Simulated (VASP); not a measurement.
# CoMo (P-6m2) in VASP: further runs, part 2 of 2

VASP 6.6.1.

**3. Single point, LDA, collinear spin, ferromagnetic start**

Input file INCAR:

```
SYSTEM = CoMo
PREC = Accurate
ENCUT = 520
EDIFF = 1E-6
ISMEAR = -1
SIGMA = 0.05
LREAL = .False.
LASPH = .True.
NELM = 150
ALGO = Normal
ISIF = 2
LWAVE = .False.
LCHARG = .True.
ISPIN = 2
MAGMOM = 0.2 0
LORBIT = 11
NUPDOWN = 0.2
LMAXMIX = 4
GGA = CA
LELF = .True.
LVHAR = .True.
NBANDS = 22
```

Input file KPOINTS:

```
regular mesh
0
Gamma
  14 14 8
  0 0 0
```

Input file POSCAR:

```
CoMo
1.0
    2.6949279053      0.0000000000      0.0000000000
   -1.3474639526      2.3338760273      0.0000000000
    0.0000000000      0.0000000000      4.1836180000
Co Mo
1 1
Direct
    0.6666666667      0.3333333333      0.5000000000
    0.3333333333      0.6666666667      0.0000000000
```

Potentials or basis: VASP PAW LDA potentials, release 64 (Co, Mo_sv).

Started as:

```console
cat potpaw_LDA.64/Co/POTCAR potpaw_LDA.64/Mo_sv/POTCAR > POTCAR
mpirun -np 1 vasp_std > vasp.out
```

OUTCAR:

```text
SYSTEM = CoMo
   PREC = Accurate
   ENCUT = 520
   EDIFF = 1E-6
   ISMEAR = -1
   LREAL = .False.
   LASPH = .True.
   NELM = 150
   ISIF = 2
   ISPIN = 2
   LORBIT = 11
   NUPDOWN = 0.2
   GGA = CA

 ion  position               nearest neighbor table
   1  0.667  0.333  0.500-   2 2.61   2 2.61   2 2.61   2 2.61   2 2.61   2 2.61
   2  0.333  0.667  0.000-   1 2.61   1 2.61   1 2.61   1 2.61   1 2.61   1 2.61

  LATTYP: Found a hexagonal cell.
 ALAT       =     2.6949279053
 C/A-ratio  =     1.5524044231

  Lattice vectors:

 A1 = (   2.6949279053,   0.0000000000,   0.0000000000)
 A2 = (  -1.3474639526,   2.3338760273,   0.0000000000)
 A3 = (   0.0000000000,   0.0000000000,   4.1836180000)

Analysis of symmetry for initial positions (statically):
=====================================================================
 Subroutine PRICEL returns:
 Original cell was already a primitive cell.

 Routine SETGRP: Setting up the symmetry group for a
 hexagonal supercell.

 Subroutine GETGRP returns: Found 12 space group operations
 (whereof 12 operations were pure point group operations)
 out of a pool of 24 trial point group operations.

The static configuration has the point symmetry D_3h.

Analysis of symmetry for dynamics (positions and initial velocities):
=====================================================================
 Subroutine PRICEL returns:
 Original cell was already a primitive cell.

 Routine SETGRP: Setting up the symmetry group for a
 hexagonal supercell.

 Subroutine GETGRP returns: Found 12 space group operations
 (whereof 12 operations were pure point group operations)
 out of a pool of 24 trial point group operations.

The dynamic configuration has the point symmetry D_3h.

Analysis of structural, dynamic, and magnetic symmetry:
=====================================================================
 Subroutine PRICEL returns:
 Original cell was already a primitive cell.

 Routine SETGRP: Setting up the symmetry group for a
 hexagonal supercell.

 Subroutine GETGRP returns: Found 12 space group operations
 (whereof 12 operations were pure point group operations)
 out of a pool of 24 trial point group operations.

The overall configuration has the point symmetry D_3h.

 Subroutine INISYM returns: Found 12 space group operations
 (whereof 12 operations are pure point group operations),
 and found     1 'primitive' translations

----------------------------------------------------------------------------------------

                                     Primitive cell

  volume of cell :      26.3134

  direct lattice vectors                    reciprocal lattice vectors
     2.694927905  0.000000000  0.000000000     0.371067440  0.214235887  0.000000000
    -1.347463953  2.333876027  0.000000000     0.000000000  0.428471773  0.000000000
     0.000000000  0.000000000  4.183618000     0.000000000  0.000000000  0.239027559

  length of vectors
     2.694927905  2.694927905  4.183618000     0.428471773  0.428471773  0.239027559

  position of ions in fractional coordinates (direct lattice)
     0.666666667  0.333333333  0.500000000
     0.333333333  0.666666667  0.000000000

  ion indices of the primitive-cell ions
   primitive index   ion index
                 1           1
[... 59 lines left out ...]
   dimension x,y,z NGXF=    40 NGYF=   40 NGZF=   64
   ions per type =               1   1
   NGX,Y,Z   is equivalent  to a cutoff of  12.34, 12.34, 12.72 a.u.
   NGXF,Y,Z  is equivalent  to a cutoff of  24.68, 24.68, 25.43 a.u.
 SYSTEM =  CoMo
   PREC   = accura    normal or accurate (medium, high low for compatibility)
   ISTART =      0    job   : 0-new  1-cont  2-samecut
   ICHARG =      2    charge: 1-file 2-atom 10-const
   ISPIN  =      2    spin polarized calculation?
   LNONCOLLINEAR =      F non collinear calculations
   LSORBIT =      F    spin-orbit coupling
   LASPH  =      T    aspherical Exc in radial PAW
   ENCUT  =  520.0 eV  38.22 Ry    6.18 a.u.   5.01  5.01  7.78*2*pi/ulx,y,z
   NELM   =    150;   NELMIN=  2; NELMDL= -5     # of ELM steps
   EDIFF  = 0.1E-05   stopping-criterion for ELM
   LREAL  =      F    real-space projection
   EDIFFG = 0.1E-04   stopping-criterion for IOM
   NSW    =      0    number of steps for IOM
   IBRION =     -1    ionic relax: 0-MD 1-quasi-New 2-CG
   NFREE  =      0    steps in history (QN), initial steepest desc. (CG)
   ISIF   =      2    stress and relaxation
   ISYM   =      2    0-nonsym 1-usesym 2-fastsym
   POTIM  = 0.5000    time-step for ionic-motion
   TEBEG  =    0.0;   TEEND  =   0.0 temperature during run
   PSTRESS=    0.0 pullay stress
   NELECT =      23.0000    total number of electrons
   NUPDOWN=       0.2000    fix difference up-down
   EMIN   =  10.00;   EMAX   =-10.00  energy-range for DOS
   EFERMI =   0.00;   METHOD = LEGACY
   ISMEAR =    -1;   SIGMA  =   0.05  broadening in eV -4-tet -1-fermi 0-gaus
   EFERMI_NEDOS =   21; number of points for ismear=-14 and -15
   IALGO  =     38    algorithm
   IMIX   =      4    mixing-type and parameters
     AMIX     =   0.40;   BMIX     =  1.00
     AMIX_MAG =   1.60;   BMIX_MAG =  1.00
  volume/ion in A,a.u.               =      13.16        88.79
  Fermi-wavevector in a.u.,A,eV,Ry     =   1.565279  2.957949 33.335617  2.450099
  Thomas-Fermi vector in A             =   2.667779
   LORBIT       =     11    0 simple, 1 ext, 2 COOP (PROOUT), +10 PAW based schemes
   GGA     = CA    functional components
   LHFCALC =     F    Hartree Fock is set to
   AEXX    =    0.0000 exact exchange contribution
   IVDW    =     0    specifies the selected vdW correction
   LEPSILON=     F    determine dielectric tensor
   LRPA    =     F    only Hartree local field effects (RPA)
 spin polarized calculation
  energy-cutoff  :      520.00
  volume of cell :       26.31
 maximum number of plane-waves:       726
 NGX is ok and might be reduce to    20
   NGX =  9   NGY =  9   NGZ = 15

 number of electron      23.0000002 magnetization       0.2000000

 Free energy of the ion-electron system (eV)
  ---------------------------------------------------
  ext. energy  EPLUGINS =         0.00000000
  ---------------------------------------------------
  free energy    TOTEN  =       -19.90443558 eV

  energy without entropy =      -19.88235073  energy(sigma->0) =      -19.89339315

 E-fermi :  11.2257     XC(G=0): -13.6714

 val. band max:       11.2194157686   @ k =   0.3571   0.2857   0.5000
 cond. band min:      11.2215796435   @ k =   0.0000   0.0000   0.2500
 fundamental gap:      0.0021638749
 Fermi energy:        11.2174520519

 spin component 1

 k-point     1 :       0.0000    0.0000    0.0000
  band No.  band energies     occupation
      1     -49.2701      1.00000
      2     -23.5872      1.00000
      3     -22.6719      1.00000
      4     -22.6719      1.00000
      5       3.5692      1.00000
      6       6.4404      1.00000
[... 589 lines left out ...]
     21      27.7082      0.00000
     22      27.8522      0.00000

 [... further k-points ...]

 spin component 2

 k-point     1 :       0.0000    0.0000    0.0000
  band No.  band energies     occupation
      1     -49.2798      1.00000
      2     -23.5989      1.00000
      3     -22.6816      1.00000
      4     -22.6816      1.00000
      5       3.5780      1.00000
      6       6.4666      1.00000
[... 589 lines left out ...]
     21      27.7228      0.00000
     22      27.8570      0.00000

 [... further k-points ...]
[... 5 lines left out ...]
  --------------------------------------------------------------------------------------
  -------------------------------------------------------------------------------------
  Total       -2.0408557     -2.0408557     -2.2099950     -0.0000000      0.0000000     -0.0000000
  in kB     -124.2641707   -124.2641707   -134.5627700     -0.0000000      0.0000000     -0.0000000
  external PRESSURE =    -127.6970372 kB  Pullay stress =       0.0000000 kB

 VOLUME and BASIS-vectors are now :
 -----------------------------------------------------------------------------
  energy-cutoff  :      520.00
  volume of cell :       26.31
      direct lattice vectors                 reciprocal lattice vectors
     2.694927905  0.000000000  0.000000000     0.371067440  0.214235887  0.000000000
    -1.347463953  2.333876027  0.000000000     0.000000000  0.428471773  0.000000000
     0.000000000  0.000000000  4.183618000     0.000000000  0.000000000  0.239027559

 POSITION                                       TOTAL-FORCE (eV/Angst)
 -----------------------------------------------------------------------------------
      1.34746      0.77796      2.09181         0.000000      0.000000      0.000000
     -0.00000      1.55592      0.00000        -0.000000      0.000000      0.000000
 -----------------------------------------------------------------------------------
    total drift:                                0.000001     -0.000000      0.000000

  FREE ENERGIE OF THE ION-ELECTRON SYSTEM (eV)
  ---------------------------------------------------
  free  energy   TOTEN  =       -19.9044355763 eV

  energy  without entropy=      -19.8823507296  energy(sigma->0) =      -19.89339315

 total charge

# of ion       s       p       d       tot
------------------------------------------
    1        0.473   0.489   7.324   8.286
    2        2.413   6.199   4.010  12.622
--------------------------------------------------
tot          2.886   6.688  11.334  20.908

 magnetization (x)

# of ion       s       p       d       tot
------------------------------------------
    1       -0.001  -0.002   0.227   0.224
    2       -0.001  -0.002  -0.015  -0.019
--------------------------------------------------
tot         -0.002  -0.004   0.212   0.205
```

OSZICAR:

```text
N       E                     dE             d eps       ncg     rms          rms(c)
DAV:   1     0.190708722757E+03    0.19071E+03   -0.12199E+04 10792   0.124E+03
DAV:   2    -0.156091518952E+02   -0.20632E+03   -0.19727E+03 10878   0.339E+02
DAV:   3    -0.224251642286E+02   -0.68160E+01   -0.67099E+01 12270   0.704E+01
DAV:   4    -0.225032122467E+02   -0.78048E-01   -0.78023E-01 11722   0.728E+00
DAV:   5    -0.225054123232E+02   -0.22001E-02   -0.22000E-02 12580   0.131E+00    0.222E+01
DAV:   6    -0.368464190268E+02   -0.14341E+02   -0.14060E+02 12478   0.115E+02    0.376E+01
DAV:   7    -0.204852007616E+02    0.16361E+02   -0.18868E+01 12474   0.568E+01    0.841E+00
DAV:   8    -0.206542056249E+02   -0.16900E+00   -0.12477E+01 15054   0.271E+01    0.953E+00
DAV:   9    -0.199119877894E+02    0.74222E+00   -0.38652E+00 15382   0.151E+01    0.143E+00
DAV:  10    -0.199182587996E+02   -0.62710E-02   -0.67741E-02 15672   0.206E+00    0.148E+00
DAV:  11    -0.199046007894E+02    0.13658E-01   -0.53721E-02 13270   0.197E+00    0.428E-01
DAV:  12    -0.199046144467E+02   -0.13657E-04   -0.13955E-03 14002   0.335E-01    0.230E-01
DAV:  13    -0.199045596838E+02    0.54763E-04   -0.62260E-05 14656   0.588E-02    0.154E-01
DAV:  14    -0.199044531528E+02    0.10653E-03   -0.19123E-04 14258   0.113E-01    0.601E-02
DAV:  15    -0.199044371726E+02    0.15980E-04   -0.41414E-05 16326   0.482E-02    0.180E-02
DAV:  16    -0.199044355195E+02    0.16530E-05   -0.67452E-06  6500   0.208E-02    0.216E-03
DAV:  17    -0.199044355763E+02   -0.56798E-07   -0.63544E-07  5706   0.616E-03
   1 F= -.19904436E+02 E0= -.19893393E+02  d E =-.220848E-01  mag=     0.2000
```

stdout:

```text
POSCAR found type information on POSCAR CoMo
 POSCAR found :  2 types and       2 ions
 scaLAPACK will be used
 LDA part: xc-table for (Slater(with rela. corr.)+CA(PZ))
 , standard interpolation
 POSCAR, INCAR and KPOINTS ok, starting setup
 FFT: planning ... GRIDC
 FFT: planning ... GRID_SOFT
 FFT: planning ... GRID
 WAVECAR not read
 entering main loop
```

It took 2 min on 1 thread of Intel Xeon 6975P-C, shared host; peak memory 0.22 GiB.

What came out:

```yaml
Free_energy: -19.9044 eV
Pressure: -12.8 GPa
Net_moment: 0.20 μB per cell
Site_moments: Co +0.22; Mo -0.02 μB
Valence_electrons_inside_the_program's_atomic_spheres: Co 8.29; Mo 12.62
```

Caveat: the total moment is fixed, so each spin has its own Fermi level.
